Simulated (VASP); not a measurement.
Write the native input for VASP 6.6.1 that does the following.

```yaml
Task: electric field gradients
Functional: LDA
Potentials_or_basis: VASP PAW LDA potentials, release 64 (La, Hg)
Cutoff: 520 eV
k_mesh: 11 × 11 × 11
Occupations: fermi-dirac, width 0.08 eV
Spin: no spin polarisation
Dipole_correction: no
Further_INCAR_settings: ALGO = Normal; EDIFF = 1e-08; NBANDS = 18
```

The structure of LaHg lies in POSCAR:

```
LaHg
1.0
    3.8370000000      0.0000000000      0.0000000000
    0.0000000000      3.8370000000      0.0000000000
    0.0000000000      0.0000000000      3.7986300000
La Hg
1 1
Direct
    0.5000000000      0.5000000000      0.5000000000
    0.0000000000      0.0000000000      0.0000000000
```

This cell differs from its parent crystal: zz strain of -1 %.

These files were run (other wordings do the same):

INCAR

```
  PREC = Accurate
  ENCUT = 520
  EDIFF = 1E-8
  ISMEAR = -1
  SIGMA = 0.08
  LREAL = False
  LASPH = True
  NELM = 100
  ALGO = Normal
  ISIF = 2
  LWAVE = False
  LCHARG = False
  LEFG = True
  NBANDS = 18
```

KPOINTS

```
Automatic mesh
0
Gamma
  11 11 11
```

Potentials or basis: VASP PAW LDA potentials, release 64 (La, Hg).

Run with:

```sh
$ cat potpaw_LDA.64/La/POTCAR potpaw_LDA.64/Hg/POTCAR > POTCAR
$ mpirun -np 1 vasp_std > vasp.out
```

It gave:

```
Pressure                                : -1.2 GPa
Band gap on the k mesh                  : zero (an odd number of electrons rules out a gap without spin polarisation)
Largest electric field gradient by atom : La +6.2; Hg +1.5 V/Å²
```

Caveat: the cell differs from its parent crystal (zz strain of -1 %); without QUAD_EFG the Cq values of the log hold for a quadrupole moment of 1 mb, not for the nuclei; spin-orbit coupling is left out, which moves the levels of the heavy elements.

It took 2.4 min on 1 thread of AMD EPYC 7R13 Processor (Zen 3) (shared host), peak memory 0.25 GiB.
